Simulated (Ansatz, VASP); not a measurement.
**One calculation of TiO2, two programs**

```
Ti O
1.0
    -1.89210    1.89210    4.66215
     1.89210   -1.89210    4.66215
     1.89210    1.89210   -4.66215
Ti O
2 4
Direct
  0.00000 0.00000 0.00000
  0.75000 0.25000 0.50000
  0.21138 0.21138 0.00000
  0.96138 0.46138 0.50000
  0.53862 0.03862 0.50000
  0.78862 0.78862 0.00000
```

Change from the starting cell: z stretched by -2 %, ions relaxed.

Alike in both runs: functional PBE; k mesh 11 × 11 × 11; occupations fermi-dirac, width 0.02 eV; no spin polarisation.

Ansatz relaxed the structure, and its values are those at the end. VASP's run is a single point on that final structure, the one shown.

|  | VASP | Ansatz |
| --- | --- | --- |
| version | VASP 6.6.1 | Ansatz 0.2.0 |
| potentials or method | VASP PAW PBE potentials, release 64 (Ti_sv, O) | plane-wave PAW, scalar-relativistic |
| plane-wave cutoff (eV) | 520 | 420 |
| valence electrons in the cell | 48 | 48 |

|  | VASP | Ansatz | Ansatz less VASP |
| --- | --- | --- | --- |
| gap on the k mesh at the Fermi level (eV) | 2.01 | 2.04 | +0.025 |
| pressure (GPa) | 9.0 | 8.3 | -0.74 |
| rms of the force components (eV/Å) | 0.017 | 0.005 | -0.0122 |

Ansatz's warnings: stress scf threshold loose.
